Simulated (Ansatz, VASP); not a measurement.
**One calculation of BaTiO3, two programs**

```
Ba Ti O
1.0
     2.73180    1.57721    2.24063
    -2.73180    1.57721    2.24063
     0.00000   -3.15441    2.24063
Ba Ti O
1 1 3
Direct
  0.99432 0.99432 0.99432
  0.49440 0.49440 0.49440
  0.49412 0.99413 0.49412
  0.49412 0.49412 0.99413
  0.99413 0.49412 0.49412
```

Change from the starting cell: equal strain along all axes, cell held, atoms relaxed: -4.5 %.

Alike in both runs: functional PBE; k mesh 6 × 6 × 6; occupations gaussian, width 0.02 eV; no spin polarisation; Hubbard terms Ti d U = 4.0 eV.

Ansatz relaxed the structure, and its values are those at the end. VASP's run is a single point on that final structure, the one shown.

```csv
,VASP,Ansatz
version,VASP 6.6.1,Ansatz 0.2.0
potentials or method,"VASP PAW PBE potentials, release 64 (Ba_sv, Ti_sv, O), cutoff 520 eV","scalar-relativistic, plane waves, PAW"
valence electrons in the cell,40,40
```

|  | VASP | Ansatz | Ansatz less VASP |
| --- | --- | --- | --- |
| gap on the k mesh at the Fermi level (eV) | 2.44 | 2.51 | +0.076 |
| least direct gap on the mesh (eV) | 2.50 | 2.53 | +0.024 |
| pressure (GPa) | 31.0 | 25.7 | -5.33 |
| rms of the force components (eV/Å) | 0.005 | 0.003 | -0.0026 |

The programs project onto different local orbitals, so the same U acts differently, and such runs can settle in different states. Ansatz's warnings: stress scf threshold loose.

Spin-orbit coupling is off throughout.
